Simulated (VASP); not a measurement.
# LiF (I4/mmm) in VASP: notebook, part 2 of 2

VASP 6.6.1. The steps go on from the part before.

### 5 Single point, LDA (equal xx and yy strain of +2 %)

INCAR

```
PREC = Accurate
ENCUT = 520
EDIFF = 1E-7
ISMEAR = -1
SIGMA = 0.03
LREAL = False
LASPH = True
NELM = 60
ALGO = Normal
ISIF = 2
LWAVE = False
LCHARG = False
NBANDS = 12
```

KPOINTS

```
regular mesh
0
Gamma
  10 10 10
```

POSCAR

```
LiF
1.0
    0.0000000000      2.0542800000      2.0140000000
    2.0542800000      0.0000000000      2.0140000000
    2.0542800000      2.0542800000      0.0000000000
Li F
1 1
Direct
    0.0000000000      0.0000000000      0.0000000000
    0.5000000000      0.5000000000      0.5000000000
```

Potentials or basis: VASP PAW LDA potentials, release 64 (Li_sv, F).

Started as:

```
$ cat potpaw_LDA.64/Li_sv/POTCAR potpaw_LDA.64/F/POTCAR > POTCAR
$ mpirun -np 1 vasp_std > vasp.out
```

OUTCAR:

```text
PREC = Accurate
   ENCUT = 520
   EDIFF = 1E-7
   ISMEAR = -1
   LREAL = False
   LASPH = True
   NELM = 60
   ISIF = 2

 ion  position               nearest neighbor table
   1  0.000  0.000  0.000-   2 2.01   2 2.01   2 2.05   2 2.05   2 2.05   2 2.05
   2  0.500  0.500  0.500-   1 2.01   1 2.01   1 2.05   1 2.05   1 2.05   1 2.05

  LATTYP: Found a body centered tetragonal cell.
 ALAT       =     2.9051906369
 C/A-ratio  =     1.3864838847

  Lattice vectors:

 A1 = (   0.0000000000,  -2.0542800000,  -2.0140000000)
 A2 = (   0.0000000000,   2.0542800000,  -2.0140000000)
 A3 = (   2.0542800000,   0.0000000000,   2.0140000000)

Analysis of symmetry for initial positions (statically):
=====================================================================
 Subroutine PRICEL returns:
 Original cell was already a primitive cell.

 Routine SETGRP: Setting up the symmetry group for a
 body centered tetragonal supercell.

 Subroutine GETGRP returns: Found 16 space group operations
 (whereof 16 operations were pure point group operations)
 out of a pool of 16 trial point group operations.

The static configuration has the point symmetry D_4h.

Analysis of symmetry for dynamics (positions and initial velocities):
=====================================================================
 Subroutine PRICEL returns:
 Original cell was already a primitive cell.

 Routine SETGRP: Setting up the symmetry group for a
 body centered tetragonal supercell.

 Subroutine GETGRP returns: Found 16 space group operations
 (whereof 16 operations were pure point group operations)
 out of a pool of 16 trial point group operations.

The dynamic configuration has the point symmetry D_4h.

 Subroutine INISYM returns: Found 16 space group operations
 (whereof 16 operations are pure point group operations),
 and found     1 'primitive' translations

----------------------------------------------------------------------------------------

                                     Primitive cell

  volume of cell :      16.9984

  direct lattice vectors                    reciprocal lattice vectors
     0.000000000  2.054280000  2.014000000    -0.243394279  0.243394279  0.248262165
     2.054280000  0.000000000  2.014000000     0.243394279 -0.243394279  0.248262165
     2.054280000  2.054280000  0.000000000     0.243394279  0.243394279 -0.248262165

  length of vectors
     2.876849374  2.876849374  2.905190637     0.424400345  0.424400345  0.424400345

  position of ions in fractional coordinates (direct lattice)
     0.000000000  0.000000000  0.000000000
     0.500000000  0.500000000  0.500000000

  ion indices of the primitive-cell ions
   primitive index   ion index
                 1           1
                 2           2

----------------------------------------------------------------------------------------

 KPOINTS: regular mesh

Automatic generation of k-mesh.
 Grid dimensions read from file:
 generate k-points for:   10   10   10

 Generating k-lattice:

  Cartesian coordinates                     Fractional coordinates (reciprocal lattice)
    -0.024339428  0.024339428  0.024826216     0.100000000  0.000000000  0.000000000
     0.024339428 -0.024339428  0.024826216     0.000000000  0.100000000  0.000000000
     0.024339428  0.024339428 -0.024826216     0.000000000  0.000000000  0.100000000

  Length of vectors
     0.042440035  0.042440035  0.042440035

  Shift w.r.t. Gamma in fractional coordinates (k-lattice)
     0.000000000  0.000000000  0.000000000

 Subroutine IBZKPT returns following result:
 ===========================================

 Found    102 irreducible k-points:

 Following reciprocal coordinates:
            Coordinates               Weight
  0.000000  0.000000  0.000000      1.000000
  0.100000  0.000000  0.000000      8.000000
  0.200000  0.000000  0.000000      8.000000
  0.300000  0.000000  0.000000      8.000000
  0.400000  0.000000  0.000000      8.000000
  0.500000  0.000000  0.000000      4.000000
[... 16 lines left out ...]
  0.300000  0.300000  0.000000      2.000000
  0.400000  0.300000  0.000000      8.000000
 [... further k-points ...]
   k-points           NKPTS =    102   k-points in BZ     NKDIM =    102   number of bands    NBANDS=     12
   number of dos      NEDOS =    301   number of ions     NIONS =      2
   total plane-waves  NPLWV =  13824
   dimension x,y,z NGX =    24 NGY =   24 NGZ =   24
   dimension x,y,z NGXF=    48 NGYF=   48 NGZF=   48
   ions per type =               1   1
   NGX,Y,Z   is equivalent  to a cutoff of  13.87, 13.87, 13.73 a.u.
   NGXF,Y,Z  is equivalent  to a cutoff of  27.74, 27.74, 27.47 a.u.
 SYSTEM =  unknown system
   PREC   = accura    normal or accurate (medium, high low for compatibility)
   ISTART =      0    job   : 0-new  1-cont  2-samecut
   ICHARG =      2    charge: 1-file 2-atom 10-const
   ISPIN  =      1    spin polarized calculation?
   LNONCOLLINEAR =      F non collinear calculations
   LSORBIT =      F    spin-orbit coupling
   LASPH  =      T    aspherical Exc in radial PAW
   ENCUT  =  520.0 eV  38.22 Ry    6.18 a.u.   5.35  5.35  5.40*2*pi/ulx,y,z
   NELM   =     60;   NELMIN=  2; NELMDL= -5     # of ELM steps
   EDIFF  = 0.1E-06   stopping-criterion for ELM
   LREAL  =      F    real-space projection
   EDIFFG = 0.1E-05   stopping-criterion for IOM
   NSW    =      0    number of steps for IOM
   IBRION =     -1    ionic relax: 0-MD 1-quasi-New 2-CG
   NFREE  =      0    steps in history (QN), initial steepest desc. (CG)
   ISIF   =      2    stress and relaxation
   ISYM   =      2    0-nonsym 1-usesym 2-fastsym
   POTIM  = 0.5000    time-step for ionic-motion
   TEBEG  =    0.0;   TEEND  =   0.0 temperature during run
   PSTRESS=    0.0 pullay stress
   NELECT =      10.0000    total number of electrons
   NUPDOWN=      -1.0000    fix difference up-down
   EMIN   =  10.00;   EMAX   =-10.00  energy-range for DOS
   EFERMI =   0.00;   METHOD = LEGACY
   ISMEAR =    -1;   SIGMA  =   0.03  broadening in eV -4-tet -1-fermi 0-gaus
   EFERMI_NEDOS =   21; number of points for ismear=-14 and -15
   IALGO  =     38    algorithm
   IMIX   =      4    mixing-type and parameters
     AMIX     =   0.40;   BMIX     =  1.00
     AMIX_MAG =   1.60;   BMIX_MAG =  1.00
  volume/ion in A,a.u.               =       8.50        57.36
  Fermi-wavevector in a.u.,A,eV,Ry     =   1.371740  2.592213 25.601697  1.881672
  Thomas-Fermi vector in A             =   2.497410
   LORBIT       =      0    0 simple, 1 ext, 2 COOP (PROOUT), +10 PAW based schemes
   GGA     = CA    functional components
   LHFCALC =     F    Hartree Fock is set to
   AEXX    =    0.0000 exact exchange contribution
   IVDW    =     0    specifies the selected vdW correction
   LEPSILON=     F    determine dielectric tensor
   LRPA    =     F    only Hartree local field effects (RPA)
 non-spin polarized calculation
  energy-cutoff  :      520.00
  volume of cell :       17.00
 maximum number of plane-waves:       479
 NGX is ok and might be reduce to    24
   NGX = 11   NGY = 11   NGZ = 11

 number of electron      10.0000000 magnetization

 number of electron       9.9999996 magnetization

 Free energy of the ion-electron system (eV)
  ---------------------------------------------------
  ext. energy  EPLUGINS =         0.00000000
  ---------------------------------------------------
  free energy    TOTEN  =       -10.44095744 eV

  energy without entropy =      -10.44095744  energy(sigma->0) =      -10.44095744

 E-fermi :  -0.8311     XC(G=0): -10.4730

 val. band max:       -1.5201521446   @ k =   0.0000   0.0000   0.0000
 cond. band min:       6.9493852036   @ k =   0.0000   0.0000   0.0000
 fundamental gap:      8.4695373481
 Fermi energy:        -0.8310767707

 k-point     1 :       0.0000    0.0000    0.0000
  band No.  band energies     occupation
      1     -41.3724      2.00000
      2     -20.9977      2.00000
      3      -1.5705      2.00000
      4      -1.5202      2.00000
      5      -1.5202      2.00000
      6       6.9494      0.00000
      7      21.2757      0.00000
      8      21.2757      0.00000
      9      21.7147      0.00000
     10      21.9345      0.00000
     11      21.9345      0.00000
     12      22.0995      0.00000
[... 331 lines left out ...]
 k-point    24 :       0.4000    0.3000    0.0000
  band No.  band energies     occupation
      1     -41.3104      2.00000
      2     -20.4776      2.00000
      3      -3.7974      2.00000
      4      -2.4063      2.00000
      5      -2.3037      2.00000
      6      10.9639      0.00000
      7      14.4355      0.00000
      8      16.3018      0.00000
      9      17.5400      0.00000
     10      18.6092      0.00000
     11      31.3434      0.00000
     12      32.1125      0.00000

 [... further k-points ...]
[... 5 lines left out ...]
  --------------------------------------------------------------------------------------
  -------------------------------------------------------------------------------------
  Total       -0.9628349     -0.9628349     -0.8655101      0.0000000      0.0000000      0.0000000
  in kB      -90.7514731    -90.7514731    -81.5781754      0.0000000      0.0000000      0.0000000
  external PRESSURE =     -87.6937072 kB  Pullay stress =       0.0000000 kB

 VOLUME and BASIS-vectors are now :
 -----------------------------------------------------------------------------
  energy-cutoff  :      520.00
  volume of cell :       17.00
      direct lattice vectors                 reciprocal lattice vectors
     0.000000000  2.054280000  2.014000000    -0.243394279  0.243394279  0.248262165
     2.054280000  0.000000000  2.014000000     0.243394279 -0.243394279  0.248262165
     2.054280000  2.054280000  0.000000000     0.243394279  0.243394279 -0.248262165

 POSITION                                       TOTAL-FORCE (eV/Angst)
 -----------------------------------------------------------------------------------
      0.00000      0.00000      0.00000         0.000000      0.000000      0.000000
      2.05428      2.05428      2.01400        -0.000000     -0.000000     -0.000000
 -----------------------------------------------------------------------------------
    total drift:                               -0.000000     -0.000000      0.000000

  FREE ENERGIE OF THE ION-ELECTRON SYSTEM (eV)
  ---------------------------------------------------
  free  energy   TOTEN  =       -10.4409574422 eV

  energy  without entropy=      -10.4409574422  energy(sigma->0) =      -10.44095744
```

Wall time 6.3 s (1 thread of Intel Xeon 6975P-C (Granite Rapids), shared host); peak memory 0.13 GiB.

What came out:

| Property | Result |
| --- | --- |
| Free energy | -10.4410 eV |
| Band gap on the k mesh | 8.47 eV, direct |

Levels at points of the mesh, in eV from the valence-band top:
```csv
k point,band 2,band 3,band 4,band 5,band 6,band 7,band 8,band 9
"(0.00, 0.00, 0.00)",-19.48,-0.05,0.00,0.00,8.47,22.80,22.80,23.23
"(0.50, 0.00, 0.00)",-19.06,-2.48,-0.25,-0.22,10.16,15.90,17.93,18.27
"(0.50, 0.50, 0.00)",-18.78,-2.95,-1.03,-1.03,14.27,15.66,16.68,19.11
"(0.50, 0.00, 0.50)",-18.81,-2.97,-1.03,-0.91,13.92,15.92,16.63,19.24
```

Caveat: the cell differs from its parent crystal (equal xx and yy strain of +2 %); the cutoff is under 1.25 times the usual one of these potentials, so pressure, stress and relaxed cells hold a basis-set (Pulay) error.

### 6 Single point, LDA (equal xx and yy strain of +3 %)

INCAR

```
SYSTEM = LiF
PREC = Accurate
ENCUT = 520
EDIFF = 1E-6
ISMEAR = -1
SIGMA = 0.03
LREAL = .False.
LASPH = .True.
NELM = 60
ALGO = Normal
ISIF = 2
LWAVE = .False.
LCHARG = .False.
NBANDS = 12
```

KPOINTS

```
regular mesh
0
Gamma
  10 10 10
  0 0 0
```

POSCAR

```
LiF
1.0
    0.0000000000      2.0744200000      2.0140000000
    2.0744200000      0.0000000000      2.0140000000
    2.0744200000      2.0744200000      0.0000000000
Li F
1 1
Direct
    0.0000000000      0.0000000000      0.0000000000
    0.5000000000      0.5000000000      0.5000000000
```

Potentials or basis: VASP PAW LDA potentials, release 64 (Li_sv, F).

Started as:

```
$ cat potpaw_LDA.64/Li_sv/POTCAR potpaw_LDA.64/F/POTCAR > POTCAR
$ mpirun -np 1 vasp_std > vasp.out
```

OUTCAR:

```text
SYSTEM = LiF
   PREC = Accurate
   ENCUT = 520
   EDIFF = 1E-6
   ISMEAR = -1
   LREAL = .False.
   LASPH = .True.
   NELM = 60
   ISIF = 2

 ion  position               nearest neighbor table
   1  0.000  0.000  0.000-   2 2.01   2 2.01   2 2.07   2 2.07   2 2.07   2 2.07
   2  0.500  0.500  0.500-   1 2.01   1 2.01   1 2.07   1 2.07   1 2.07   1 2.07

  LATTYP: Found a body centered tetragonal cell.
 ALAT       =     2.9336728981
 C/A-ratio  =     1.3730228761

  Lattice vectors:

 A1 = (   0.0000000000,  -2.0744200000,  -2.0140000000)
 A2 = (   0.0000000000,   2.0744200000,  -2.0140000000)
 A3 = (   2.0744200000,   0.0000000000,   2.0140000000)

Analysis of symmetry for initial positions (statically):
=====================================================================
 Subroutine PRICEL returns:
 Original cell was already a primitive cell.

 Routine SETGRP: Setting up the symmetry group for a
 body centered tetragonal supercell.

 Subroutine GETGRP returns: Found 16 space group operations
 (whereof 16 operations were pure point group operations)
 out of a pool of 16 trial point group operations.

The static configuration has the point symmetry D_4h.

Analysis of symmetry for dynamics (positions and initial velocities):
[... 166 lines left out ...]
 k-point     1 :       0.0000    0.0000    0.0000
  band No.  band energies     occupation
      1     -41.5276      2.00000
      2     -21.0603      2.00000
      3      -1.7015      2.00000
      4      -1.6257      2.00000
      5      -1.6257      2.00000
      6       6.6714      0.00000
      7      20.8564      0.00000
      8      20.8564      0.00000
      9      21.4994      0.00000
     10      21.6141      0.00000
     11      21.6141      0.00000
     12      21.8559      0.00000
[... 331 lines left out ...]
 k-point    24 :       0.4000    0.3000    0.0000
  band No.  band energies     occupation
      1     -41.4695      2.00000
      2     -20.5562      2.00000
      3      -3.8486      2.00000
      4      -2.5036      2.00000
      5      -2.4073      2.00000
      6      10.7330      0.00000
      7      14.1419      0.00000
      8      16.0490      0.00000
      9      17.1359      0.00000
     10      18.2018      0.00000
     11      30.8776      0.00000
     12      31.5754      0.00000

 [... further k-points ...]
[... 5 lines left out ...]
  --------------------------------------------------------------------------------------
  -------------------------------------------------------------------------------------
  Total       -1.0768791     -1.0768791     -0.9497518      0.0000000      0.0000000     -0.0000000
  in kB      -99.5393269    -99.5393269    -87.7885520      0.0000000      0.0000000     -0.0000000
  external PRESSURE =     -95.6224019 kB  Pullay stress =       0.0000000 kB

 VOLUME and BASIS-vectors are now :
 -----------------------------------------------------------------------------
  energy-cutoff  :      520.00
  volume of cell :       17.33
      direct lattice vectors                 reciprocal lattice vectors
     0.000000000  2.074420000  2.014000000    -0.241031228  0.241031228  0.248262165
     2.074420000  0.000000000  2.014000000     0.241031228 -0.241031228  0.248262165
     2.074420000  2.074420000  0.000000000     0.241031228  0.241031228 -0.248262165

 POSITION                                       TOTAL-FORCE (eV/Angst)
 -----------------------------------------------------------------------------------
      0.00000      0.00000      0.00000         0.000000      0.000000      0.000000
      2.07442      2.07442      2.01400        -0.000000     -0.000000      0.000000
 -----------------------------------------------------------------------------------
    total drift:                               -0.000000     -0.000000      0.000000

  FREE ENERGIE OF THE ION-ELECTRON SYSTEM (eV)
  ---------------------------------------------------
  free  energy   TOTEN  =       -10.4219265895 eV

  energy  without entropy=      -10.4219265895  energy(sigma->0) =      -10.42192659
```

stdout:

```text
POSCAR found type information on POSCAR LiF
 POSCAR found :  2 types and       2 ions
 scaLAPACK will be used
 LDA part: xc-table for (Slater(with rela. corr.)+CA(PZ))
 , standard interpolation
 POSCAR, INCAR and KPOINTS ok, starting setup
 FFT: planning ... GRIDC
 FFT: planning ... GRID_SOFT
 FFT: planning ... GRID
 WAVECAR not read
 entering main loop
```

Run time: 5.8 s. Hardware: 1 thread of Intel Xeon 6975P-C (Granite Rapids), shared host; peak memory 0.13 GiB.

Results:

| Item | Value |
| --- | --- |
| Free energy | -10.4219 eV |
| Band gap on the k mesh | 8.30 eV, direct |

Caveat: the cell differs from its parent crystal (equal xx and yy strain of +3 %); the cutoff is under 1.25 times the usual one of these potentials, so pressure, stress and relaxed cells hold a basis-set (Pulay) error.

### 7 Summary

| cell | gap on the mesh (eV) |
| --- | --- |
| a = 2.863, b = 2.863, c = 2.848 Å, angles 60.2, 60.2, 59.7°, 2 atoms | 8.73 |
| a = 2.863, b = 2.863, c = 2.877 Å, angles 59.8, 59.8, 60.3°, 2 atoms | 8.65 |
| a = 2.891, b = 2.891, c = 2.848 Å, angles 60.5, 60.5, 59.0°, 2 atoms | 8.53 |
| a = 2.877, b = 2.877, c = 2.905 Å, angles 59.7, 59.7, 60.7°, 2 atoms | 8.47 |
| a = 2.891, b = 2.891, c = 2.934 Å, angles 59.5, 59.5, 61.0°, 2 atoms | 8.30 |

Alike in all rows: task single point; level LDA; potentials or basis VASP PAW LDA potentials, release 64 (Li_sv, F); no spin polarisation; k mesh 10 × 10 × 10; cutoff (eV) 520; smearing fermi-dirac 0.03 eV.

Caveats: the cutoff is under 1.25 times the usual one of these potentials, so pressure, stress and relaxed cells hold a basis-set (Pulay) error.

Total energies depend on the potentials used, so only differences within one code and one set of settings carry meaning.
